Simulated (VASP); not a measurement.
A run of VASP 6.6.1 is set up as follows.

Contents of INCAR:

```
SYSTEM = SiNi3
GGA = CA
ISPIN = 2
MAGMOM = 1 1 1 0
LORBIT = 11
LDAU = .TRUE.
LDAUTYPE = 2
LDAUL = 2 -1
LDAUU = 4 0
LDAUJ = 0 0
ISMEAR = 2
SIGMA = 0.05
LWAVE = .FALSE.
LCHARG = .FALSE.
ISIF = 2
PREC = Accurate
LASPH = .TRUE.
LREAL = .FALSE.
ALGO = Normal
EDIFF = 1E-6
NELM = 200
GGA_COMPAT = .FALSE.
ENCUT = 710
LMAXMIX = 4
KPAR = 4
NBANDS = 44
```

KPOINTS

```
Automatic mesh
0
Gamma
  17 17 18
  0 0 0
```

POSCAR

```
SiNi3
1.0
    3.5420000000      0.0000000000      0.0000000000
    0.0000000000      3.5420000000      0.0000000000
    0.0000000000      0.0000000000      3.5065800000
Ni Si
3 1
Direct
    0.5000000000      0.5000000000      0.0000000000
    0.5000000000      0.0000000000      0.5000000000
    0.0000000000      0.5000000000      0.5000000000
    0.0000000000      0.0000000000      0.0225861100
```

Potentials or basis: VASP PAW LDA potentials, release 64 (Ni, Si).

Run with:

```sh
$ cat potpaw_LDA.64/Ni/POTCAR potpaw_LDA.64/Si/POTCAR > POTCAR
$ mpirun -np 4 vasp_std > vasp.out
```

(1) Predict the pressure.

(2) What does it give for the site moments?

Results:

(1) -26.3 GPa.

(2) Ni +0.04, +0.02 (each value once); Si -0.00 μB.

Caveat: the cell differs from its parent crystal (last atom moved by 0.08 Å along z, cell strained by -1.0% along z); the cell stands under tension; the U is typed as a test and isn't derived for this compound.
